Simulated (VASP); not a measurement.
La: relaxation of cell and atoms with LDA

La:

```
CELL_PARAMETERS angstrom
-2.12383 2.12383 2.12383
2.12383 -2.12383 2.12383
2.12383 2.12383 -2.12383
ATOMIC_POSITIONS crystal
La 0.00000 0.00000 0.00000
```

| Quantity | Value |
| --- | --- |
| Program | VASP 6.6.1 |
| Task | relaxation of cell and atoms |
| Functional | LDA |
| Potentials or basis | VASP PAW LDA potentials, release 64 (La) |
| Cutoff | 600 eV |
| k mesh | 11 × 11 × 11 |
| Occupations | methfessel-paxton, width 0.05 eV |
| Spin | no spin polarisation |
| Dipole correction | no |
| Further INCAR settings | ALGO = Normal; EDIFF = 1e-06; IBRION = 2; EDIFFG = -0.005; NSW = 80; ISIF = 3 |

* Relaxed volume: 32.84 Å³/atom
* Relaxed cell: a = 3.494 Å, b = 3.494 Å, c = 3.494 Å, α = 109.47°, β = 109.47°, γ = 109.47°
* Space group after relaxing (to 0.05 Å): Im-3m (No. 229)
* Energy gained by relaxing: 70.0 meV/atom
* Ionic steps: 11
* Pressure after relaxing: 0.0 GPa

The path:
```
step  energy change (eV)  largest force (eV/Å)  pressure (GPa)  volume (Å³)
   1              0.0000                0.0000           -3.65        38.32
   2             -0.0679                0.0000            0.25        33.68
   3             -0.0672                0.0000           -0.88        33.82
   4             -0.0682                0.0000           -0.70        33.62
   5             -0.0693                0.0000            0.07        33.33
   6             -0.0692                0.0000           -0.48        33.35
   7             -0.0692                0.0000           -0.46        33.34
   8             -0.0695                0.0000           -0.36        33.22
   9             -0.0698                0.0000           -0.23        33.08
  10             -0.0700                0.0000            0.03        32.80
  11             -0.0700                0.0000           -0.02        32.84
```

Final structure:
```yaml
crystal:
  lattice:
    - [-2.01734, 2.01734, 2.01734]
    - [2.01734, -2.01734, 2.01734]
    - [2.01734, 2.01734, -2.01734]
  atoms:
    - { symbol: La, position: [0.00000, 0.00000, 0.00000] }
```

Levels at points of the mesh, in eV from the Fermi level:
| k point | band 1 | band 2 | band 3 | band 4 | band 5 | band 6 | band 7 | band 8 | band 9 |
| --- | --- | --- | --- | --- | --- | --- | --- | --- | --- |
| (0.00, 0.00, 0.00) | -32.63 | -15.30 | -15.30 | -15.30 | -3.04 | 1.50 | 1.50 | 1.50 | 1.60 |

It took 2.3 min on 1 thread of Intel(R) Xeon(R) Platinum 8259CL CPU @ 2.50GHz (Skylake/Cascade Lake), with other jobs on the host, peak memory 0.19 GiB.

Caveat: spin-orbit coupling is left out, which moves the levels of the heavy elements.
